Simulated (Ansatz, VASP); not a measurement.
MoS2 in VASP and in Ansatz

File INCAR:

```
PREC = Accurate
ENCUT = 520
EDIFF = 1E-7
ISMEAR = -1
SIGMA = 0.03
LREAL = False
LASPH = True
NELM = 100
ALGO = Normal
ISIF = 2
LWAVE = False
LCHARG = False
NBANDS = 35
```

The input KPOINTS:

```
regular mesh
0
Gamma
  10 10 3
```

File POSCAR:

```
MoS2
1.0
    3.1182801267      0.0000000000      0.0000000000
   -1.5591400634      2.7005098059      0.0000000000
    0.0000000000      0.0000000000     12.1288309816
Mo S
2 4
Direct
    0.3333333333      0.6666666667      0.2500000000
    0.6666666667      0.3333333333      0.7500000000
    0.3333333333      0.6666666667      0.6275000000
    0.6666666667      0.3333333333      0.1275000000
    0.3333333333      0.6666666667      0.8725000000
    0.6666666667      0.3333333333      0.3725000000
```

Input for Ansatz:

```yaml
crystal:
  lattice:
    - [3.1182801267, 0.0, 0.0]
    - [-1.5591400634, 2.7005098059, 0.0]
    - [0.0, 0.0, 12.1288309816]
  atoms:
    - { symbol: Mo, position: [0.3333333333, 0.6666666667, 0.25] }
    - { symbol: Mo, position: [0.6666666667, 0.3333333333, 0.75] }
    - { symbol: S, position: [0.3333333333, 0.6666666667, 0.6275] }
    - { symbol: S, position: [0.6666666667, 0.3333333333, 0.1275] }
    - { symbol: S, position: [0.3333333333, 0.6666666667, 0.8725] }
    - { symbol: S, position: [0.6666666667, 0.3333333333, 0.3725] }
kpoints:
  mp_grid: { grid: [10, 10, 3] }
  band_path:
    path:
      - [0.0, 0.0, 0.0]
      - [0.5, 0.0, 0.0]
      - [0.3333333333, 0.3333333333, 0.0]
      - [0.0, 0.0, 0.0]
      - [0.0, 0.0, 0.5]
      - [0.5, 0.0, 0.5]
      - [0.3333333333, 0.3333333333, 0.5]
      - [0.0, 0.0, 0.5]
      - [0.5, 0.0, 0.5]
    npoints: 5
scf:
  occupations: { method: fermi_dirac, width: 0.03 }
hamiltonian:
  xc: lda
  pseudopotentials: { kind: all_electron, lapw: { basis_error: 0.001 } }
output:
  forces: true
  stress: true
  eigenvalues: true
```

Change from the starting cell: volume scaled by 0.96.

Alike in both runs: task single point; functional LDA; k mesh 10 × 10 × 3; occupations fermi-dirac, width 0.03 eV; no spin polarisation.

|  | VASP | Ansatz |
| --- | --- | --- |
| version | VASP 6.6.1 | Ansatz 0.2.0 |
| potentials or method | VASP PAW LDA potentials, release 64 (Mo_sv, S), cutoff 520 eV | all-electron LAPW, scalar-relativistic |

|  | VASP | Ansatz | Ansatz less VASP |
| --- | --- | --- | --- |
| pressure (GPa) | 8.4 | 8.4 | -0.04 |
| traceless stress, the component that is largest in VASP (GPa) | 5.21 | 5.26 | +0.055 |
| rms of the force components (eV/Å) | 0.733 | 0.730 | -0.0027 |

LDA's correlation is that of Perdew and Zunger in VASP and of Perdew and Wang (1992) in Ansatz. Atom by atom the forces differ by 0.003 eV/Å (rms over components). Ansatz ran all-electron here, and VASP with PAW potentials.
